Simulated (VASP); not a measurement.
A run of VASP 6.6.1 is set up as follows.

File INCAR:

```
PREC = Accurate ; ENCUT = 520
EDIFF = 1E-6 ; ISMEAR = 0
SIGMA = 0.1 ; LREAL = False
LASPH = True ; NELM = 100
ALGO = Normal ; ISIF = 2
LWAVE = False ; LCHARG = False
GGA = PE ; NBANDS = 35
```

The input KPOINTS:

```
regular mesh
0
Gamma
  4 4 4
```

Contents of POSCAR:

```
Zn4S
1.0
   -3.0152615100      3.0152615100      3.0152615100
    3.0152615100     -3.0152615100      3.0152615100
    3.0152615100      3.0152615100     -3.0152615100
Zn S
4 1
Direct
    0.0000000000      0.0000000000      0.7463128600
    0.7463128600      0.0000000000      0.0000000000
    0.0000000000      0.7463128600      0.0000000000
    0.2536871400      0.2536871400      0.2536871400
    0.0000000000      0.0000000000      0.0000000000
```

Potentials or basis: VASP PAW PBE potentials, release 64 (Zn, S).

The run is started by

```sh
$ cat potpaw_PBE.64/Zn/POTCAR potpaw_PBE.64/S/POTCAR > POTCAR
$ mpirun -np 1 vasp_std > vasp.out
```

What does it give for the band gap on the k mesh?

Zero (band 27 reaches 2.22 eV, above the bottom of band 28 at 1.68 eV).

Predict the pressure.

232.7 GPa.

Forces on the atoms (eV/Å):
```
Zn  -53.827 -53.827  53.827
Zn   53.827 -53.827 -53.827
Zn  -53.827  53.827 -53.827
Zn   53.827  53.827  53.827
S     0.000   0.000   0.000
```

Caveat: the k points lie up to 0.37 Å⁻¹ apart; forces of over 1 eV/Å act on the atoms, so gaps and moduli don't describe the material at rest.
